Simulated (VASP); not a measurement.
# S (P6_3/mmc) in VASP: notebook, part 2 of 2

VASP 6.6.1.

## (4) Relaxation of cell and atoms, PBE+D4, target pressure 10 GPa, at which the enthalpy is minimised

The input, INCAR:

```
SYSTEM = S
PREC = Accurate
ENCUT = 600
EDIFF = 1E-6
ISMEAR = -1
SIGMA = 0.05
LREAL = .False.
LASPH = .True.
NELM = 60
ALGO = Normal
ISIF = 3
LWAVE = .False.
LCHARG = .False.
GGA = PE
IVDW = 13
IBRION = 2
NSW = 80
EDIFFG = -0.03
PSTRESS = 100.0
```

The input, KPOINTS:

```
Automatic mesh
0
Gamma
  17 17 9
  0 0 0
```

The input, POSCAR:

```
S
1.0
    2.9700000000      0.0000000000      0.0000000000
   -1.4850000000      2.5720954492      0.0000000000
    0.0000000000      0.0000000000      4.8500100000
S
2
Direct
    0.3333333333      0.6666666667      0.2500000000
    0.6666666667      0.3333333333      0.7500000000
```

Potentials or basis: VASP PAW PBE potentials, release 64 (S).

The run is started by

```sh
$ cat potpaw_PBE.64/S/POTCAR > POTCAR
$ mpirun -np 1 vasp_std > vasp.out
```

OUTCAR:

```text
SYSTEM = S
   PREC = Accurate
   ENCUT = 600
   EDIFF = 1E-6
   ISMEAR = -1
   LREAL = .False.
   LASPH = .True.
   NELM = 60
   ISIF = 3
   GGA = PE
   IVDW = 13
   IBRION = 2
   NSW = 80
   EDIFFG = -0.03
   PSTRESS = 100.0

 ion  position               nearest neighbor table
   1  0.333  0.667  0.250-
   2  0.667  0.333  0.750-

  LATTYP: Found a hexagonal cell.
 ALAT       =     2.9700000000
 C/A-ratio  =     1.6330000000

  Lattice vectors:

 A1 = (   2.9700000000,   0.0000000000,   0.0000000000)
 A2 = (  -1.4850000000,   2.5720954492,   0.0000000000)
 A3 = (   0.0000000000,   0.0000000000,   4.8500100000)

Analysis of symmetry for initial positions (statically):
=====================================================================
 Subroutine PRICEL returns:
 Original cell was already a primitive cell.

 Routine SETGRP: Setting up the symmetry group for a
 hexagonal supercell.

 Subroutine GETGRP returns: Found 24 space group operations
 (whereof 12 operations were pure point group operations)
 out of a pool of 24 trial point group operations.

The static configuration has the point symmetry D_3d.
 The point group associated with its full space group is D_6h.

Analysis of symmetry for dynamics (positions and initial velocities):
=====================================================================
 Subroutine PRICEL returns:
[... 286 lines left out ...]
 cond. band min:      10.7920765276   @ k =   0.1765   0.0000   0.3333
 fundamental gap:      0.0146035621
 Fermi energy:        10.7884580581

 k-point     1 :       0.0000    0.0000    0.0000
  band No.  band energies     occupation
      1      -8.7957      2.00000
      2       2.1113      2.00000
      3       3.2883      2.00000
      4       7.8827      2.00000
      5       7.8827      2.00000
      6      11.8395      0.00000
      7      11.8395      0.00000
      8      14.0042      0.00000
      9      16.0867      0.00000
     10      20.5182      0.00000
[... 287 lines left out ...]
 k-point    24 :       0.1765    0.1765    0.0000
  band No.  band energies     occupation
      1      -7.1443      2.00000
      2      -0.1331      2.00000
      3       4.5592      2.00000
      4       4.8064      2.00000
      5       6.4501      2.00000
      6      11.3762      0.00002
      7      11.7326      0.00000
      8      12.8501      0.00000
      9      17.3358      0.00000
     10      18.8811      0.00000

 [... further k-points ...]

[... ionic steps 4 to 15 ...]

--------------------------------------- Ionic step       16  -------------------------------------------

 number of electron      11.9999997 magnetization

------------------------ aborting loop because EDIFF is reached ----------------------------------------
[... 79 lines left out ...]
--------------------------------------- Ionic step       18  -------------------------------------------

 number of electron      11.9999997 magnetization

 Free energy of the ion-electron system (eV)
  ---------------------------------------------------
  ext. energy  EPLUGINS =         0.00000000
  ---------------------------------------------------
  free energy    TOTEN  =        -6.36877160 eV

  energy without entropy =       -6.36053844  energy(sigma->0) =       -6.36465502

 E-fermi :   9.1920     XC(G=0): -11.4344

 val. band max:        9.1906360239   @ k =   0.2941   0.0000   0.3333
 cond. band min:       9.1982028351   @ k =   0.1765   0.0588   0.3333
 fundamental gap:      0.0075668112
 Fermi energy:         9.1920341501

 k-point     1 :       0.0000    0.0000    0.0000
  band No.  band energies     occupation
      1      -9.2106      2.00000
      2       0.2130      2.00000
      3       2.3919      2.00000
      4       6.6080      2.00000
      5       6.6080      2.00000
      6      10.2468      0.00000
      7      10.2468      0.00000
      8      12.9330      0.00000
      9      13.8266      0.00000
     10      18.8680      0.00000
[... 336 lines left out ...]
  energy  without entropy=       -7.2340253020  energy(sigma->0) =       -7.23814188

  enthalpy is  TOTEN    =        -5.4221374803 eV   P V=        1.8201209808

 reached required accuracy - stopping structural energy minimisation
```

OSZICAR:

```text
N       E                     dE             d eps       ncg     rms          rms(c)
DAV:   1     0.536208262625E+02    0.53621E+02   -0.61106E+03  3300   0.117E+03
DAV:   2    -0.326043779770E+01   -0.56881E+02   -0.55305E+02  5486   0.167E+02
DAV:   3    -0.550002771095E+01   -0.22396E+01   -0.21893E+01  3880   0.380E+01
[... 146 lines left out ...]
       N       E                     dE             d eps       ncg     rms          rms(c)
DAV:   1    -0.636882840908E+01   -0.40441E-02   -0.17749E-03  3354   0.315E-01    0.674E-02
DAV:   2    -0.636878773751E+01    0.40672E-04   -0.56642E-05  3530   0.622E-02    0.393E-02
DAV:   3    -0.636877256699E+01    0.15171E-04   -0.42131E-05  3370   0.447E-02    0.158E-02
DAV:   4    -0.636877160385E+01    0.96314E-06   -0.54180E-07  1872   0.685E-03
  18 F= -.54221375E+01 E0= -.54180209E+01  d E =-.480142E-04
```

CONTCAR:

```text
S
   1.00000000000000
     3.1299603248792653   -0.0000000000000000    0.0000000000000000
    -1.5649801624396327    2.7106251541010327   -0.0000000000000000
     0.0000000000000000   -0.0000000000000001    3.4371821012446948
  S
     2
Direct
     0.3333333332999970    0.6666666667000030    0.2500000000000000
     0.6666666667000030    0.3333333332999970    0.7500000000000000

  0.00000000E+00  0.00000000E+00  0.00000000E+00
  0.00000000E+00  0.00000000E+00  0.00000000E+00
```

Run time: 4 min. Hardware: 1 thread of Intel Xeon Platinum 8559C (Emerald Rapids), shared host; peak memory 0.21 GiB.

Results:

```
Free energy                                                : -7.2423 eV
Relaxed volume                                             : 14.58 Å³/atom
Relaxed cell                                               : a = 3.130 Å, b = 3.130 Å, c = 3.437 Å, α = 90.00°, β = 90.00°, γ = 120.00°
Space group after relaxing (to 0.1 Å)                      : P6_3/mmc (No. 194)
Energy change on relaxing (the run minimises the enthalpy) : -515.4 meV/atom
Ionic steps                                                : 18
Pressure after relaxing                                    : 10.1 GPa
Band gap on the k mesh                                     : zero (bands 6 and 7 overlap by 2.40 eV)
Dispersion energy per atom                                 : -0.437 eV
```

Step by step:
| step | energy change (eV) | largest force (eV/Å) | pressure (GPa) | volume (Å³) |
| --- | --- | --- | --- | --- |
| 1 | 0.0000 | 0.0000 | -11.41 | 37.05 |
| 2 | -0.0450 | 0.0000 | 22.87 | 25.29 |
| 3 | -0.2389 | 0.0000 | 11.12 | 27.30 |
| 4 | -0.3514 | 0.0000 | 13.25 | 26.91 |
| 5 | -0.5460 | 0.0000 | 29.90 | 25.20 |
| 6 | -0.5900 | 0.0000 | 29.10 | 25.42 |
| 7 | -0.6758 | 0.0000 | 27.59 | 26.06 |
| 8 | -0.7573 | 0.0000 | 24.18 | 26.55 |
| 9 | -0.9428 | 0.0000 | 15.13 | 28.03 |
| 10 | -1.0892 | 0.0000 | 1.90 | 31.16 |
| 11 | -1.0236 | 0.0000 | 9.94 | 29.08 |
| 12 | -1.0191 | 0.0000 | 10.27 | 29.00 |
| 13 | -1.0152 | 0.0000 | 10.55 | 28.94 |
| 14 | -1.0170 | 0.0000 | 10.51 | 28.96 |
| 15 | -1.0220 | 0.0000 | 10.40 | 29.03 |
| 16 | -1.0305 | 0.0000 | 10.19 | 29.16 |
| 17 | -1.0280 | 0.0000 | 10.27 | 29.12 |
| 18 | -1.0308 | 0.0000 | 10.06 | 29.16 |

Final structure:
```
CELL_PARAMETERS angstrom
3.12996 0.00000 0.00000
-1.56498 2.71063 0.00000
0.00000 0.00000 3.43718
ATOMIC_POSITIONS crystal
S 0.33333 0.66667 0.25000
S 0.66667 0.33333 0.75000
```

Caveat: the cell is relaxed towards a set pressure, so the run minimises the enthalpy, not the energy; the volume moved by over 15 % at a fixed basis, so the end points are rough.

## (5) Relaxation of cell and atoms, PBE+D4, target pressure 20 GPa, at which the enthalpy is minimised

The input, INCAR:

```
ALGO = Normal
EDIFF = 1E-7
EDIFFG = -0.03
ENCUT = 600
GGA = PE
IBRION = 2
ISIF = 3
ISMEAR = -1
IVDW = 13
LASPH = True
LCHARG = False
LREAL = False
LWAVE = False
NELM = 80
NSW = 80
PREC = Accurate
PSTRESS = 200.0
SIGMA = 0.05
```

The input, KPOINTS:

```
k-points
0
Gamma
  17 17 9
```

POSCAR is that of step 4.

The run is started by

```sh
$ cat potpaw_PBE.64/S/POTCAR > POTCAR
$ mpirun -np 1 vasp_std > vasp.out
```

Run time: 4.3 min. Hardware: 1 thread of Intel Xeon Platinum 8559C (Emerald Rapids), shared host; peak memory 0.21 GiB.

Results (log left out):

```yaml
Free_energy: -7.0471 eV
Relaxed_volume: 13.52 Å³/atom
Relaxed_cell: a = 3.027 Å, b = 3.027 Å, c = 3.407 Å, α = 90.00°, β = 90.00°, γ = 120.00°
Space_group_after_relaxing_to_0.1_Å: P6_3/mmc (No. 194)
Energy_change_on_relaxing_the_run_minimises_the_enthalpy: -417.8 meV/atom
Ionic_steps: 16
Pressure_after_relaxing: 19.8 GPa
Band_gap_on_the_k_mesh: zero (bands 6 and 7 overlap by 2.71 eV)
Dispersion_energy_per_atom: -0.468 eV
```

Stress tensor (GPa, compression positive):
```
19.88  0.00  0.00
 0.00 19.88  0.00
 0.00  0.00 19.66
```

Step by step:
| step | energy change (eV) | largest force (eV/Å) | pressure (GPa) | volume (Å³) |
| --- | --- | --- | --- | --- |
| 1 | 0.0000 | 0.0000 | -11.42 | 37.05 |
| 2 | 1.1782 | 0.0000 | 70.79 | 20.77 |
| 3 | -0.0843 | 0.0000 | 19.60 | 25.78 |
| 4 | -0.0603 | 0.0000 | 20.82 | 25.58 |
| 5 | -0.1565 | 0.0000 | 22.74 | 25.33 |
| 6 | -0.3119 | 0.0000 | 37.80 | 24.12 |
| 7 | -0.3932 | 0.0000 | 36.12 | 24.46 |
| 8 | -0.5709 | 0.0000 | 31.58 | 25.44 |
| 9 | -0.6547 | 0.0000 | 28.10 | 25.85 |
| 10 | -0.8008 | 0.0000 | 21.03 | 26.77 |
| 11 | -0.8076 | 0.0000 | 20.65 | 26.82 |
| 12 | -0.8111 | 0.0000 | 20.46 | 26.85 |
| 13 | -0.8148 | 0.0000 | 20.36 | 26.88 |
| 14 | -0.8257 | 0.0000 | 20.07 | 26.96 |
| 15 | -0.8460 | 0.0000 | 19.51 | 27.12 |
| 16 | -0.8356 | 0.0000 | 19.80 | 27.04 |

Final structure:
```cif
data_structure
_symmetry_space_group_name_H-M 'P 1'
_symmetry_Int_Tables_number 1
_cell_length_a 3.0269
_cell_length_b 3.0269
_cell_length_c 3.4073
_cell_angle_alpha 90.000
_cell_angle_beta 90.000
_cell_angle_gamma 120.000
_cell_volume 27.04
loop_
_atom_site_label
_atom_site_type_symbol
_atom_site_fract_x
_atom_site_fract_y
_atom_site_fract_z
_atom_site_occupancy
S1 S 0.33333 0.66667 0.25000 1
S2 S 0.66667 0.33333 0.75000 1
```

Levels at points of the mesh, in eV from the Fermi level:
| k point | band 2 | band 3 | band 4 | band 5 | band 6 | band 7 | band 8 | band 9 | band 10 |
| --- | --- | --- | --- | --- | --- | --- | --- | --- | --- |
| (0.00, 0.00, 0.00) | -9.01 | -7.58 | -2.50 | -2.50 | 1.25 | 1.25 | 3.66 | 5.24 | 10.01 |

Caveat: the cell is relaxed towards a set pressure, so the run minimises the enthalpy, not the energy; the volume moved by over 15 % at a fixed basis, so the end points are rough.

## (6) Summary

| cell | gap on the mesh (eV) | pressure (GPa) |
| --- | --- | --- |
| relaxed | none | 0.0 |
| relaxed to 5 GPa | none | 4.8 |
| relaxed to 10 GPa | none | 10.1 |
| relaxed to 20 GPa | none | 19.8 |

Alike in all rows: task relaxation of cell and atoms; level PBE+D4; potentials or basis VASP PAW PBE potentials, release 64 (S); no spin polarisation; k mesh 17 × 17 × 9; cutoff (eV) 600; smearing fermi-dirac 0.05 eV.

Caveats: the cell is relaxed towards a set pressure, so the run minimises the enthalpy, not the energy (at least some runs); the volume moved by over 15 % at a fixed basis, so the end points are rough (at least some runs); a cell axis changed by over 15 % at a fixed basis, so the end point is rough (at least some runs).

Absolute energies hang on the potentials; compare differences alone.

The gap in the log of VASP goes by the Fermi energy; the results here count the filled bands.